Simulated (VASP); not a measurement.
Wanted: the native input for a VASP 6.6.1 run.

| Item | Value |
| --- | --- |
| Task | single point |
| Functional | LDA |
| Potentials or basis | VASP PAW LDA potentials, release 64 (Pb_d, S) |
| Cutoff | 520 eV |
| k mesh | 8 × 8 × 8 |
| Occupations | fermi-dirac, width 0.01 eV |
| Spin | no spin polarisation |
| Dipole correction | no |
| Further INCAR settings | ALGO = Normal; EDIFF = 1e-07; NBANDS = 17 |

The structure of PbS lies in POSCAR:

```
PbS
1.0
    0.0000000000      2.9249275202      2.9249275202
    2.9249275202      0.0000000000      2.9249275202
    2.9249275202      2.9249275202      0.0000000000
Pb S
1 1
Direct
    0.0000000000      0.0000000000      0.0000000000
    0.5000000000      0.5000000000      0.5000000000
```

This cell differs from its parent crystal: volume scaled by 0.96.

One way to write it, as run:

INCAR

```
SYSTEM = PbS
PREC = Accurate ; ENCUT = 520
EDIFF = 1E-7 ; ISMEAR = -1
SIGMA = 0.01 ; LREAL = .False.
LASPH = .True. ; NELM = 80
ALGO = Normal ; ISIF = 2
LWAVE = .False. ; LCHARG = .False.
GGA = CA ; NBANDS = 17
```

KPOINTS

```
regular mesh
0
Gamma
  8 8 8
  0 0 0
```

Potentials or basis: VASP PAW LDA potentials, release 64 (Pb_d, S).

The run is started by

```console
$ cat potpaw_LDA.64/Pb_d/POTCAR potpaw_LDA.64/S/POTCAR > POTCAR
$ mpirun -np 1 vasp_std > vasp.out
```

It gave:

The pressure is -0.1 GPa. The band gap on the k mesh is 0.05 eV, direct.

Caveat: spin-orbit coupling is left out, which moves the levels of the heavy elements.

It took 13 s on 1 thread of Intel Xeon 6975P-C, with other jobs on the host, peak memory 0.16 GiB.
